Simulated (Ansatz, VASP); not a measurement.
## GaAsSe3 in VASP and in Ansatz

```
CELL_PARAMETERS angstrom
4.76761 0.00000 0.00000
-2.38381 4.12887 0.00000
0.00000 0.00000 5.88583
ATOMIC_POSITIONS crystal
Ga 0.33333 0.66667 0.50000
As 0.66667 0.33333 0.00000
Se 0.00000 0.00000 0.75525
Se 0.00000 0.00000 0.24475
Se 0.66667 0.33333 0.50000
```

Change from the starting cell: species swapped into the GaNi3As type (P-6m2, No. 187).

Alike in both runs: task single point; functional PBE; k mesh 6 × 6 × 4; occupations gaussian, width 0.1 eV; no spin polarisation.

|  | VASP | Ansatz |
| --- | --- | --- |
| version | VASP 6.6.1 | Ansatz 0.2.0 |
| potentials or method | VASP PAW PBE potentials, release 64 (Ga_d, As, Se), cutoff 520 eV | scalar-relativistic, plane waves, PAW |
| valence electrons in the cell | 36 | 76 |

|  | VASP | Ansatz | Ansatz less VASP |
| --- | --- | --- | --- |
| gap on the k mesh at the Fermi level (eV) | none | none | - |
| pressure (GPa) | -1.1 | -1.1 | -0.03 |
| traceless stress, the component that is largest in VASP (GPa) | 1.89 | 1.93 | +0.034 |
| rms of the force components (eV/Å) | 0.214 | 0.213 | -0.0007 |

Atom by atom the forces differ by 0.001 eV/Å (rms over components). A gap of «none» marks a metal or a gap that the smearing closes. VASP's potentials hold 36 valence electrons a cell and Ansatz's 76, so a difference there can come from the potentials and not from the codes.
